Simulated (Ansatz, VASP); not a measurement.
AlAs: VASP beside Ansatz

The input INCAR:

```
SYSTEM = AlAs
PREC = Accurate
ENCUT = 500
EDIFF = 1E-6
ISMEAR = 0
SIGMA = 0.05
LREAL = .False.
LASPH = .True.
NELM = 120
ALGO = Normal
ISIF = 2
LWAVE = .False.
LCHARG = .False.
GGA = PS
NBANDS = 11
GGA_COMPAT = .False.
```

KPOINTS

```
regular mesh
0
Gamma
  8 8 8
  0 0 0
```

POSCAR

```
AlAs
1.0
    0.0000000000      2.9011600000      2.9011600000
    2.9011600000      0.0000000000      2.9011600000
    2.9011600000      2.9011600000      0.0000000000
Al As
1 1
Direct
    0.0000000000      0.0000000000      0.0000000000
    0.7500000000      0.7500000000      0.7500000000
```

Input for Ansatz:

```yaml
crystal:
  lattice:
    - [0.0, 2.90116, 2.90116]
    - [2.90116, 0.0, 2.90116]
    - [2.90116, 2.90116, 0.0]
  atoms:
    - { symbol: Al, position: [0.0, 0.0, 0.0] }
    - { symbol: As, position: [0.75, 0.75, 0.75] }
basis:
  ecutwfc: 420
kpoints:
  mp_grid: { grid: [8, 8, 8] }
hamiltonian:
  xc: pbesol
scf:
  occupations: { method: gaussian, width: 0.05 }
output:
  forces: true
  stress: true
  eigenvalues: true
```

Change from the starting cell: strain +0.025 along x and y, +0.025 along z, atoms carried along.

Alike in both runs: task single point; functional PBEsol; k mesh 8 × 8 × 8; occupations gaussian, width 0.05 eV; no spin polarisation.

|  | VASP | Ansatz |
| --- | --- | --- |
| version | VASP 6.6.1 | Ansatz 0.2.0 |
| potentials or method | VASP PAW PBE potentials, release 64 (Al, As), cutoff 500 eV | scalar-relativistic, plane waves, PAW |
| valence electrons in the cell | 8 | 18 |

|  | VASP | Ansatz | Ansatz less VASP |
| --- | --- | --- | --- |
| gap on the k mesh at the Fermi level (eV) | 1.41 | 1.40 | -0.015 |
| least direct gap on the mesh (eV) | 1.41 | 1.40 | -0.015 |
| pressure (GPa) | -4.0 | -4.2 | -0.20 |

VASP's potentials were made for PBE, not for PBEsol. With one functional, cell and mesh, what is left measures potentials, basis and numerics. VASP's potentials hold 8 valence electrons a cell and Ansatz's 18, so a difference there can come from the potentials and not from the codes.
